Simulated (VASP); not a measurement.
# WS2 in VASP: notebook

The runs below take WS2 through single point, with PBEsol+U, PBEsol.

All numbers are computed with VASP 6.6.1; they aren't measurements. Logs are shortened: lines on timing, memory, paths and dates and some standing lists are left out, and cuts for length are marked.

## (1) The cell of the first run

The cell holds a slab with vacuum, 15 atoms: a = 3.146 Å, b = 3.146 Å, c = 43.519 Å, α = 90.00°, β = 90.00°, γ = 120.00°.

## (2) Single point, PBEsol+U

INCAR

```
SYSTEM = WS2
PREC = Accurate ; ENCUT = 520
EDIFF = 1E-7 ; ISMEAR = 0
SIGMA = 0.05 ; LREAL = Auto
LASPH = .True. ; NELM = 150
ALGO = Normal ; ISIF = 2
LWAVE = .False. ; LCHARG = .False.
LMAXMIX = 4 ; LDAU = .True.
LDAUTYPE = 2 ; LDAUL = -1 2
LDAUU = 0 3 ; LDAUJ = 0 0
LDAUPRINT = 1 ; LDIPOL = .True.
IDIPOL = 3 ; DIPOL = 0.5 0.5 0.500
GGA = PS ; NBANDS = 78
```

KPOINTS

```
Automatic mesh
0
Gamma
  9 9 1
  0 0 0
```

POSCAR

```
WS2
1.0
    3.1461313789      0.0000000000      0.0000000000
   -1.5730656895      2.7246296978      0.0000000000
    0.0000000000      0.0000000000     43.5185974013
S W
10 5
Direct
    0.3333333333      0.6666666667      0.1723401131
    0.3333333333      0.6666666667      0.2443813573
    0.6666666667      0.3333333333      0.3181597455
    0.6666666667      0.3333333333      0.3902009897
    0.3333333333      0.6666666667      0.4639793779
    0.3333333333      0.6666666667      0.5360206221
    0.6666666667      0.3333333333      0.6097990103
    0.6666666667      0.3333333333      0.6818402545
    0.3333333333      0.6666666667      0.7556186427
    0.3333333333      0.6666666667      0.8276598869
    0.6666666667      0.3333333333      0.2083607352
    0.3333333333      0.6666666667      0.3541803676
    0.6666666667      0.3333333333      0.5000000000
    0.3333333333      0.6666666667      0.6458196324
    0.6666666667      0.3333333333      0.7916392648
```

Potentials or basis: VASP PAW PBE potentials, release 64 (S, W_sv).

Run with:

```console
cat potpaw_PBE.64/S/POTCAR potpaw_PBE.64/W_sv/POTCAR > POTCAR
mpirun -np 1 vasp_std > vasp.out
```

OUTCAR:

```text
SYSTEM = WS2
   PREC = Accurate
   ENCUT = 520
   EDIFF = 1E-7
   ISMEAR = 0
   LREAL = Auto
   LASPH = .True.
   NELM = 150
   ISIF = 2
   GGA = PS

 ion  position               nearest neighbor table
   1  0.333  0.667  0.172-  11 2.40  11 2.40  11 2.40
   2  0.333  0.667  0.244-  11 2.40  11 2.40  11 2.40
   3  0.667  0.333  0.318-  12 2.40  12 2.40  12 2.40
   4  0.667  0.333  0.390-  12 2.40  12 2.40  12 2.40
   5  0.333  0.667  0.464-  13 2.40  13 2.40  13 2.40
   6  0.333  0.667  0.536-  13 2.40  13 2.40  13 2.40
   7  0.667  0.333  0.610-  14 2.40  14 2.40  14 2.40
   8  0.667  0.333  0.682-  14 2.40  14 2.40  14 2.40
   9  0.333  0.667  0.756-  15 2.40  15 2.40  15 2.40
  10  0.333  0.667  0.828-  15 2.40  15 2.40  15 2.40
  11  0.667  0.333  0.208-   2 2.40   1 2.40   2 2.40   1 2.40   2 2.40   1 2.40
  12  0.333  0.667  0.354-   4 2.40   3 2.40   4 2.40   3 2.40   4 2.40   3 2.40
  13  0.667  0.333  0.500-   5 2.40   6 2.40   5 2.40   6 2.40   5 2.40   6 2.40
  14  0.333  0.667  0.646-   7 2.40   8 2.40   7 2.40   8 2.40   7 2.40   8 2.40
  15  0.667  0.333  0.792-   9 2.40  10 2.40   9 2.40  10 2.40   9 2.40  10 2.40

  LATTYP: Found a hexagonal cell.
 ALAT       =     3.1461313789
 C/A-ratio  =    13.8324158022

  Lattice vectors:

 A1 = (   3.1461313789,   0.0000000000,   0.0000000000)
 A2 = (  -1.5730656895,   2.7246296978,   0.0000000000)
 A3 = (   0.0000000000,   0.0000000000,  43.5185974013)

Analysis of symmetry for initial positions (statically):
=====================================================================
 Subroutine PRICEL returns:
 Original cell was already a primitive cell.

 Routine SETGRP: Setting up the symmetry group for a
 hexagonal supercell.

 Subroutine GETGRP returns: Found 12 space group operations
 (whereof 12 operations were pure point group operations)
 out of a pool of 24 trial point group operations.

The static configuration has the point symmetry D_3h.

Analysis of symmetry for dynamics (positions and initial velocities):
=====================================================================
 Subroutine PRICEL returns:
 Original cell was already a primitive cell.

 Routine SETGRP: Setting up the symmetry group for a
 hexagonal supercell.

 Subroutine GETGRP returns: Found 12 space group operations
 (whereof 12 operations were pure point group operations)
 out of a pool of 24 trial point group operations.

The dynamic configuration has the point symmetry D_3h.

 Subroutine INISYM returns: Found 12 space group operations
 (whereof 12 operations are pure point group operations),
 and found     1 'primitive' translations

----------------------------------------------------------------------------------------

                                     Primitive cell

  volume of cell :     373.0433

  direct lattice vectors                    reciprocal lattice vectors
     3.146131379  0.000000000  0.000000000     0.317850681  0.183511176  0.000000000
    -1.573065689  2.724629698  0.000000000     0.000000000  0.367022352  0.000000000
     0.000000000  0.000000000 43.518597401     0.000000000  0.000000000  0.022978682

  length of vectors
     3.146131379  3.146131379 43.518597401     0.367022352  0.367022352  0.022978682

  position of ions in fractional coordinates (direct lattice)
     0.333333333  0.666666667  0.172340113
     0.333333333  0.666666667  0.244381357
     0.666666667  0.333333333  0.318159745
     0.666666667  0.333333333  0.390200990
     0.333333333  0.666666667  0.463979378
     0.333333333  0.666666667  0.536020622
     0.666666667  0.333333333  0.609799010
[... 86 lines left out ...]
   LREAL  =      T    real-space projection
   EDIFFG = 0.1E-05   stopping-criterion for IOM
   NSW    =      0    number of steps for IOM
   IBRION =     -1    ionic relax: 0-MD 1-quasi-New 2-CG
   NFREE  =      0    steps in history (QN), initial steepest desc. (CG)
   ISIF   =      2    stress and relaxation
   ISYM   =      2    0-nonsym 1-usesym 2-fastsym
   POTIM  = 0.5000    time-step for ionic-motion
   TEBEG  =    0.0;   TEEND  =   0.0 temperature during run
   PSTRESS=    0.0 pullay stress
   NELECT =     130.0000    total number of electrons
   NUPDOWN=      -1.0000    fix difference up-down
   EMIN   =  10.00;   EMAX   =-10.00  energy-range for DOS
   EFERMI =   0.00;   METHOD = LEGACY
   ISMEAR =     0;   SIGMA  =   0.05  broadening in eV -4-tet -1-fermi 0-gaus
   EFERMI_NEDOS =   21; number of points for ismear=-14 and -15
   IALGO  =     38    algorithm
   IMIX   =      4    mixing-type and parameters
     AMIX     =   0.40;   BMIX     =  1.00
     AMIX_MAG =   1.60;   BMIX_MAG =  1.00
  volume/ion in A,a.u.               =      24.87       167.83
  Fermi-wavevector in a.u.,A,eV,Ry     =   1.152045  2.177050 18.057765  1.327208
  Thomas-Fermi vector in A             =   2.288699
   LORBIT       =      0    0 simple, 1 ext, 2 COOP (PROOUT), +10 PAW based schemes
 LDA+U is selected, type is set to LDAUTYPE =  2
   angular momentum for each species LDAUL =    -1    2
   U (eV)           for each species LDAUU =   0.0  3.0
   J (eV)           for each species LDAUJ =   0.0  0.0
   GGA     = PS    functional components
   LHFCALC =     F    Hartree Fock is set to
   AEXX    =    0.0000 exact exchange contribution
   IVDW    =     0    specifies the selected vdW correction
   LEPSILON=     F    determine dielectric tensor
   LRPA    =     F    only Hartree local field effects (RPA)
 non-spin polarized calculation
 Gauss-broadening in eV      SIGMA  =   0.05
  energy-cutoff  :      520.00
  volume of cell :      373.04
 maximum number of plane-waves:     10102
 NGX is ok and might be reduce to    24
   NGX = 11   NGY = 11   NGZ =161

 dipolmoment           0.000000      0.000000     -0.000000 electrons x Angstroem

atom =  11  type =  2  l = 2

 onsite density matrix

spin component  1
[... 149 lines left out ...]
  o =  0.3272  v =  0.0007  0.4976 -0.0000  0.8674  0.0004  0.0000  0.0000  0.0000  0.0000  0.0000      0.0000  0.0000  0.0000  0.0000  0.0000  0.0000  0.0000  0.0000  0.0000  0.0000
  o =  0.3272  v =  0.0000  0.0000  0.0000  0.0000  0.0000  0.0007  0.4976 -0.0000  0.8674  0.0004      0.0000  0.0000  0.0000  0.0000  0.0000  0.0000  0.0000  0.0000  0.0000  0.0000
  o =  0.3272  v = -0.0004  0.8674 -0.0000 -0.4976  0.0007  0.0000  0.0000  0.0000  0.0000  0.0000      0.0000  0.0000  0.0000  0.0000  0.0000  0.0000  0.0000  0.0000  0.0000  0.0000
  o =  0.3272  v =  0.0000  0.0000  0.0000  0.0000  0.0000 -0.0004  0.8674 -0.0000 -0.4976  0.0007      0.0000  0.0000  0.0000  0.0000  0.0000  0.0000  0.0000  0.0000  0.0000  0.0000
  o =  0.3391  v =  0.9250 -0.0003 -0.0000 -0.0008  0.3801  0.0000  0.0000  0.0000  0.0000  0.0000      0.0000  0.0000  0.0000  0.0000  0.0000  0.0000  0.0000  0.0000  0.0000  0.0000
  o =  0.3391  v =  0.0000  0.0000  0.0000  0.0000  0.0000  0.9250 -0.0003 -0.0000 -0.0008  0.3801      0.0000  0.0000  0.0000  0.0000  0.0000  0.0000  0.0000  0.0000  0.0000  0.0000
  o =  0.3391  v = -0.3801 -0.0008 -0.0000  0.0003  0.9250  0.0000  0.0000  0.0000  0.0000  0.0000      0.0000  0.0000  0.0000  0.0000  0.0000  0.0000  0.0000  0.0000  0.0000  0.0000
  o =  0.3391  v =  0.0000  0.0000  0.0000  0.0000  0.0000 -0.3801 -0.0008 -0.0000  0.0003  0.9250      0.0000  0.0000  0.0000  0.0000  0.0000  0.0000  0.0000  0.0000  0.0000  0.0000
  o =  0.3624  v =  0.0000  0.0000  0.0000  0.0000  0.0000  0.0000 -0.0000  1.0000 -0.0000  0.0000      0.0000  0.0000  0.0000  0.0000  0.0000  0.0000  0.0000  0.0000  0.0000  0.0000
  o =  0.3624  v =  0.0000 -0.0000  1.0000 -0.0000  0.0000  0.0000  0.0000  0.0000  0.0000  0.0000      0.0000  0.0000  0.0000  0.0000  0.0000  0.0000  0.0000  0.0000  0.0000  0.0000

 number of electron     129.9999983 magnetization

 dipolmoment           0.000000      0.000000      0.000000 electrons x Angstroem

 Free energy of the ion-electron system (eV)
  ---------------------------------------------------
  ext. energy  EPLUGINS =         0.00000000
  ---------------------------------------------------
  free energy    TOTEN  =      -109.45873457 eV

  energy without entropy =     -109.45873457  energy(sigma->0) =     -109.45873457

 E-fermi :   3.9559     XC(G=0):  -8.1810

 val. band max:        3.7184297568   @ k =   0.0000   0.0000   0.0000
 cond. band min:       5.0358455220   @ k =   0.2222   0.1111   0.0000
 fundamental gap:      1.3174157652
 Fermi energy:         3.9558994578

 k-point     1 :       0.0000    0.0000    0.0000
  band No.  band energies     occupation
      1     -71.1062      2.00000
      2     -71.1062      2.00000
      3     -71.1062      2.00000
      4     -71.1050      2.00000
      5     -71.1050      2.00000
      6     -35.3518      2.00000
[... 949 lines left out ...]
     76       7.3338      0.00000
     77       7.3391      0.00000
 [bands above 77 left out]

------------------------ aborting loop because EDIFF is reached ----------------------------------------

 vacuum level on the upper side and lower side of the slab       (xc-potential included)        -0.113        -0.113

  FORCE on cell =-STRESS in cart. coord.  units (eV):
  Direction    XX          YY          ZZ          XY          YZ          ZX
  --------------------------------------------------------------------------------------
  -------------------------------------------------------------------------------------
  Total        4.2231893      4.2231893      4.6582437     -0.0000000     -0.0000000     -0.0000000
  in kB       18.1381045     18.1381045     20.0066125     -0.0000000     -0.0000000     -0.0000000
  external PRESSURE =      18.7609405 kB  Pullay stress =       0.0000000 kB

 VOLUME and BASIS-vectors are now :
 -----------------------------------------------------------------------------
  energy-cutoff  :      520.00
  volume of cell :      373.04
      direct lattice vectors                 reciprocal lattice vectors
     3.146131379  0.000000000  0.000000000     0.317850681  0.183511176  0.000000000
    -1.573065689  2.724629698  0.000000000     0.000000000  0.367022352  0.000000000
     0.000000000  0.000000000 43.518597401     0.000000000  0.000000000  0.022978682

 POSITION                                       TOTAL-FORCE (eV/Angst)
 -----------------------------------------------------------------------------------
     -0.00000      1.81642      7.50000         0.000000      0.000000     -0.285745
     -0.00000      1.81642     10.63513         0.000000     -0.000000      0.301637
      1.57307      0.90821     13.84587         0.000000      0.000000     -0.305730
      1.57307      0.90821     16.98100         0.000000     -0.000000      0.301233
     -0.00000      1.81642     20.19173        -0.000000     -0.000000     -0.303125
     -0.00000      1.81642     23.32687        -0.000000      0.000000      0.303125
      1.57307      0.90821     26.53760         0.000000     -0.000000     -0.301233
      1.57307      0.90821     29.67273        -0.000000      0.000000      0.305730
     -0.00000      1.81642     32.88346         0.000000     -0.000000     -0.301637
     -0.00000      1.81642     36.01860        -0.000000      0.000000      0.285745
      1.57307      0.90821      9.06757         0.000000      0.000000     -0.019799
     -0.00000      1.81642     15.41343        -0.000000     -0.000000     -0.000903
      1.57307      0.90821     21.75930         0.000000     -0.000000      0.000000
     -0.00000      1.81642     28.10516        -0.000000     -0.000000      0.000903
      1.57307      0.90821     34.45103         0.000000     -0.000000      0.019799
 -----------------------------------------------------------------------------------
    total drift:                                0.000000     -0.000000      0.000000

  FREE ENERGIE OF THE ION-ELECTRON SYSTEM (eV)
  ---------------------------------------------------
  free  energy   TOTEN  =      -109.4587345697 eV

  energy  without entropy=     -109.4587345697  energy(sigma->0) =     -109.45873457

 vacuum level on the upper side and lower side of the slab         8.855         8.855
```

It took 6.9 min on 1 thread of Intel Xeon 6975P-C (Granite Rapids), shared host; peak memory 0.54 GiB.

Results:

* Free energy: -109.4587 eV
* Largest force: 0.306 eV/Å
* Band gap on the k mesh: 1.32 eV (least direct gap 1.83 eV)

Forces in eV/Å, atoms in the order of the input:
```
S    0.000  0.000 -0.286
S    0.000  0.000  0.302
S    0.000  0.000 -0.306
S    0.000  0.000  0.301
S    0.000  0.000 -0.303
S    0.000  0.000  0.303
S    0.000  0.000 -0.301
S    0.000  0.000  0.306
S    0.000  0.000 -0.302
S    0.000  0.000  0.286
W    0.000  0.000 -0.020
W    0.000  0.000 -0.001
W    0.000  0.000  0.000
W    0.000  0.000  0.001
W    0.000  0.000  0.020
```

Levels at points of the mesh, in eV from the valence-band top:
```csv
k point,band 63,band 64,band 65,band 66,band 67,band 68
"(0.00, 0.00, 0.00)",-0.37,-0.14,0.00,2.52,2.52,2.53
```

Eigenvalues of the final occupation matrices:
```tsv
site	spin	trace	eigenvalues
site 11 d	1	1.69	0.33 0.33 0.34 0.34 0.36
site 11 d	2	1.69	0.33 0.33 0.34 0.34 0.36
site 12 d	1	1.70	0.33 0.33 0.34 0.34 0.36
site 12 d	2	1.70	0.33 0.33 0.34 0.34 0.36
site 13 d	1	1.70	0.33 0.33 0.34 0.34 0.36
site 13 d	2	1.70	0.33 0.33 0.34 0.34 0.36
site 14 d	1	1.70	0.33 0.33 0.34 0.34 0.36
site 14 d	2	1.70	0.33 0.33 0.34 0.34 0.36
site 15 d	1	1.69	0.33 0.33 0.34 0.34 0.36
site 15 d	2	1.69	0.33 0.33 0.34 0.34 0.36
```

Caveat: the PAW data sets were made with another functional, which shifts forces and pressure a little; spin-orbit coupling is left out, which moves the levels of the heavy elements.

## (3) Single point, PBEsol

This run uses another cell than the first one: it holds 9 atoms, not 15.

INCAR

```
SYSTEM = WS2
PREC = Accurate
ENCUT = 520
EDIFF = 1E-7
ISMEAR = 0
SIGMA = 0.05
LREAL = .FALSE.
LASPH = .TRUE.
NELM = 60
ALGO = Normal
ISIF = 2
LWAVE = .FALSE.
LCHARG = .FALSE.
LDIPOL = .TRUE.
IDIPOL = 3
DIPOL = 0.5 0.5 0.500
GGA = PS
NBANDS = 49
```

KPOINTS

```
regular mesh
0
G
  9 9 1
  0 0 0
```

POSCAR

```
WS2
1.0
    3.1460942077      0.0000000000      0.0000000000
   -1.5730471038      2.7245975066      0.0000000000
    0.0000000000      0.0000000000     30.8310614783
S W
6 3
Direct
    0.6666666667      0.3333333333      0.2432611672
    0.6666666667      0.3333333333      0.3449362597
    0.3333333333      0.6666666667      0.4491624537
    0.3333333333      0.6666666667      0.5508375463
    0.6666666667      0.3333333333      0.6550637403
    0.6666666667      0.3333333333      0.7567388328
    0.3333333333      0.6666666667      0.2940987134
    0.6666666667      0.3333333333      0.5000000000
    0.3333333333      0.6666666667      0.7059012866
```

Potentials or basis: VASP PAW PBE potentials, release 64 (S, W_sv).

Run with:

```console
cat potpaw_PBE.64/S/POTCAR potpaw_PBE.64/W_sv/POTCAR > POTCAR
mpirun -np 1 vasp_std > vasp.out
```

Wall time 12 min (1 thread of Intel Xeon 8259CL, shared host); peak memory 0.43 GiB.

Results (log left out):

| Quantity | Value |
| --- | --- |
| Free energy | -75.7999 eV |
| Largest force | 0.027 eV/Å |
| Band gap on the k mesh | 1.44 eV (least direct gap 1.89 eV) |

Forces in eV/Å, atoms in the order of the input:
```
S    0.000  0.000 -0.008
S    0.000  0.000  0.027
S    0.000  0.000 -0.026
S    0.000  0.000  0.026
S    0.000  0.000 -0.027
S    0.000  0.000  0.008
W    0.000  0.000 -0.020
W    0.000  0.000  0.000
W    0.000  0.000  0.020
```

Levels at points of the mesh, in eV from the valence-band top:
```
           k point  band 35  band 36  band 37  band 38  band 39  band 40  band 41  band 42  band 43  band 44
(0.00, 0.00, 0.00)    -1.96    -1.93    -0.81    -0.34     0.00     2.58     2.58     2.58     2.58     2.59
```

Caveat: the PAW data sets were made with another functional, which shifts forces and pressure a little; spin-orbit coupling is left out, which moves the levels of the heavy elements.
